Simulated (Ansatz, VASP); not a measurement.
# CdTe in VASP and in Ansatz

The input POSCAR:

```
CdTe
1.0
    3.2778738174      3.2778738174      0.0000000000
   -3.2778738174      3.2778738174      0.0000000000
    0.0000000000      3.2778738174      3.2778738174
Cd Te
1 1
Direct
    0.0000000000      0.0000000000      0.0000000000
    0.7500000000      0.2500000000      0.5000000000
```

File INCAR.step1:

```
ALGO = Normal ; EDIFF = 1E-4
ENCUT = 520 ; GGA = PE
ISMEAR = 0 ; LASPH = T
LCHARG = F ; LREAL = F
LWAVE = T ; NBANDS = 16
NELM = 60 ; PREC = Accurate
SIGMA = 0.01
```

The input INCAR.step2:

```
ALGO = Normal ; EDIFF = 1E-6
ENCUT = 520 ; ISIF = 2
ISMEAR = 0 ; ISTART = 1
LASPH = T ; LCHARG = T
LELF = T ; LMIXTAU = T
LREAL = F ; LVHAR = T
LWAVE = F ; METAGGA = R2SCAN
NBANDS = 16 ; NELM = 60
PREC = Accurate ; SIGMA = 0.01
```

File KPOINTS:

```
k-points
0
Gamma
  6 6 6
```

Input for Ansatz:

```yaml
crystal:
  lattice:
    - [3.27787381745, 3.27787381745, 0.0]
    - [-3.27787381745, 3.27787381745, 0.0]
    - [0.0, 3.27787381745, 3.27787381745]
  atoms:
    - { symbol: Cd, position: [0.0, 0.0, 0.0] }
    - { symbol: Te, position: [0.75, 0.25, 0.5] }
kpoints:
  mp_grid: { grid: [6, 6, 6] }
scf:
  occupations: { method: fixed }
  convergence: { dr2_threshold: 1.0e-10 }
hamiltonian:
  xc: r2scan
  pseudopotentials: { kind: paw }
output:
  forces: true
  stress: true
  eigenstates:
    kpoints:
      - [0.0, 0.0, 0.0]
      - [-0.5, -0.5, -0.5]
      - [-0.5, 0.5, 0.0]
      - [0.0, 0.0, -0.5]
      - [0.0, -0.5, -0.5]
      - [0.0, 0.5, 0.0]
      - [-0.5, 0.0, 0.0]
      - [-0.5, 0.0, -0.5]
  eigenvalues: true
```

Change from the starting cell: unstrained.

Alike in both runs: task single point; functional r2SCAN; k mesh 6 × 6 × 6; no spin polarisation.

|  | VASP | Ansatz |
| --- | --- | --- |
| version | VASP 6.6.1 | Ansatz 0.2.0 |
| potentials or method | VASP PAW PBE potentials, release 64 (Cd, Te) | PAW with Ansatz's default frozen-core files, scalar-relativistic |
| plane-wave cutoff (eV) | 520 | 500 |
| occupations | gaussian, width 0.01 eV | fixed |
| valence electrons in the cell | 18 | 36 |

|  | VASP | Ansatz | Ansatz less VASP |
| --- | --- | --- | --- |
| gap on the k mesh at the Fermi level (eV) | 1.16 | 1.17 | +0.007 |
| pressure (GPa) | 0.2 | 0.0 | -0.11 |

VASP's potentials were made for PBE, not for r2SCAN. VASP's potentials hold 18 valence electrons a cell and Ansatz's 36, so a difference there can come from the potentials and not from the codes.

Neither program's run includes spin-orbit coupling.
